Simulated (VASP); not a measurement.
Runs of VASP 6.6.1 on MnS. The structure is that of space group Fm-3m (No. 225), or close to it. The cells are those of the table. 

| level | cell | k mesh | gap on the mesh (eV) | pressure (GPa) | moment (μB) |
| --- | --- | --- | --- | --- | --- |
| r2SCAN | a = 3.596 Å, angles 60.0°, 2 atoms | 12 × 12 × 12 | none | 6.3 | (c) |
| r2SCAN | a = 3.700 Å, angles 60.0°, 2 atoms | 12 × 12 × 12 | none | -0.5 | 4.99 |
| PBE | a = 3.621 Å, angles 60.0°, 2 atoms | 6 × 6 × 6 | none | -0.9 | 4.53 |
| PBE | a = 3.596 Å, angles 60.0°, 2 atoms | 6 × 6 × 6 | none | 0.0 | (b) |
| r2SCAN | a = 3.645 Å, angles 60.0°, 2 atoms | 12 × 12 × 12 | none | (a) | 4.95 |

Alike in all rows: task single point; potentials or basis VASP PAW PBE potentials, release 64 (Mn_pv, S); spin collinear, ferromagnetic start; cutoff (eV) 520; smearing gaussian 0.05 eV.

Task: Fill in the values left out.

Result: (a) 3.0; (b) 4.45; (c) 4.88.

Caveats: a cell with one magnetic atom can't hold antiferromagnetic order, which such compounds often take; semilocal functionals often make such compounds metallic where correlation or magnetic order opens a gap, which also shifts bond lengths; the PAW data sets were made with another functional, which shifts forces and pressure a little (some runs).

A gap of «none» marks levels without a gap at the run's occupations.
